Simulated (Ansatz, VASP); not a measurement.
One calculation of ScIr, two programs

```
Sc Ir
1.0
     3.20600    0.00000    0.00000
     0.00000    3.20600    0.00000
     0.00000    0.00000    3.20600
Sc Ir
1 1
Direct
  0.50000 0.50000 0.50000
  0.00000 0.00000 0.00000
```

Change from the starting cell: shortest bond scaled by 1, PAW files.

Alike in both runs: task single point; functional LDA; k mesh 9 × 9 × 9; occupations fermi-dirac, width 0.05 eV; no spin polarisation.

|  | VASP | Ansatz |
| --- | --- | --- |
| version | VASP 6.6.1 | Ansatz 0.2.0 |
| potentials or method | VASP PAW LDA potentials, release 64 (Sc_sv, Ir) | PAW with Ansatz's default frozen-core files, scalar-relativistic |
| plane-wave cutoff (eV) | 520 | 420 |
| valence electrons in the cell | 20 | 28 |

Ansatz gave:

- pressure (GPa): -7.4

Question: What did VASP give for the same quantities?

Answer: Pressure (GPa): -6.6.

LDA's correlation is that of Perdew and Zunger in VASP and of Perdew and Wang (1992) in Ansatz. VASP's potentials hold 20 valence electrons a cell and Ansatz's 28, so a difference there can come from the potentials and not from the codes.

Spin-orbit coupling is off throughout.
